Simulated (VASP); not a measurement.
The system is Sn2S.

```
CELL_PARAMETERS angstrom
0.00000 3.28590 3.28590
3.28590 0.00000 3.28590
3.28590 3.28590 0.00000
ATOMIC_POSITIONS crystal
Sn 0.25000 0.25000 0.25000
Sn 0.75000 0.75000 0.75000
S 0.00000 0.00000 0.00000
```

```yaml
Program: VASP 6.6.1
Task: relaxation of cell and atoms
Functional: PBE
Potentials_or_basis: VASP PAW PBE potentials, release 64 (Sn_d, S)
Cutoff: 600 eV
k_mesh: 4 × 4 × 4
Occupations: gaussian, width 0.1 eV
Spin: no spin polarisation
```

At the start: pressure 9.9 GPa; volume 23.65 Å³/atom.

Problem. Where does the relaxation end?

Solution. Over 3 steps the energy falls by 121.3 meV/atom and the volume is 28.07 Å³/atom (+18.7 %); space group Fm-3m (No. 225, to 0.1 Å) before and after.

Step by step:
| step | energy change (eV) | largest force (eV/Å) | pressure (GPa) | volume (Å³) |
| --- | --- | --- | --- | --- |
| 1 | 0.0000 | 0.0000 | 9.88 | 70.96 |
| 2 | -0.3524 | 0.0000 | -1.27 | 87.01 |
| 3 | -0.3640 | 0.0000 | 0.00 | 84.22 |

Final structure:
```
Sn S
1.0
     0.00000    3.47909    3.47909
     3.47909    0.00000    3.47909
     3.47909    3.47909    0.00000
Sn S
2 1
Direct
  0.25000 0.25000 0.25000
  0.75000 0.75000 0.75000
  0.00000 0.00000 0.00000
```

Caveat: the k points lie up to 0.39 Å⁻¹ apart in the final cell, too coarse for converged energies and pressures of a metal; the volume moved by over 15 % at a fixed basis, so the end points are rough.
